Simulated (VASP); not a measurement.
A run of VASP 6.6.1 is set up as follows.

The input INCAR:

```
PREC = Accurate
ENCUT = 520
EDIFF = 1E-6
ISMEAR = 0
SIGMA = 0.05
LREAL = F
LASPH = T
NELM = 150
ALGO = Normal
ISIF = 2
LWAVE = F
LCHARG = T
ISPIN = 2
MAGMOM = 4.35 -4.35 0 0
LORBIT = 11
LMAXMIX = 4
GGA = PE
LVHAR = T
NBANDS = 31
KPAR = 4
```

The input KPOINTS:

```
regular mesh
0
Gamma
  12 12 8
```

File POSCAR:

```
MnO
1.0
    3.0779632574      0.0000000000      0.0000000000
   -1.5389816287      2.6655943729      0.0000000000
    0.0000000000      0.0000000000      5.2995560115
Mn O
2 2
Direct
    0.0000000000      0.0000000000      0.0000000000
    0.0000000000      0.0000000000      0.5000000000
    0.3483393674      0.6966787348      0.2499993605
    0.6666666667      0.3333333333      0.7500006395
```

Potentials or basis: VASP PAW PBE potentials, release 64 (Mn_pv, O).

Command:

```console
$ cat potpaw_PBE.64/Mn_pv/POTCAR potpaw_PBE.64/O/POTCAR > POTCAR
$ mpirun -np 4 vasp_std > vasp.out
```

Question: What does it give for the site moments?

Answer: Mn +4.22, -4.22; O +0.00 μB.

Question: What does it give for the band gap on the k mesh?

Answer: 0.84 eV.

Question: Predict the pressure.

Answer: 0.2 GPa.

Question: What does it give for the largest force?

Answer: 0.105 eV/Å.

Forces on the atoms (eV/Å):
```
Mn   0.000  0.026 -0.016
Mn   0.000  0.026  0.016
O    0.000 -0.105  0.000
O    0.000  0.052  0.000
```

Caveat: the cell differs from its parent crystal (atom 3 (O) moved 0.08 Å along y). A k mesh can miss the band edges.
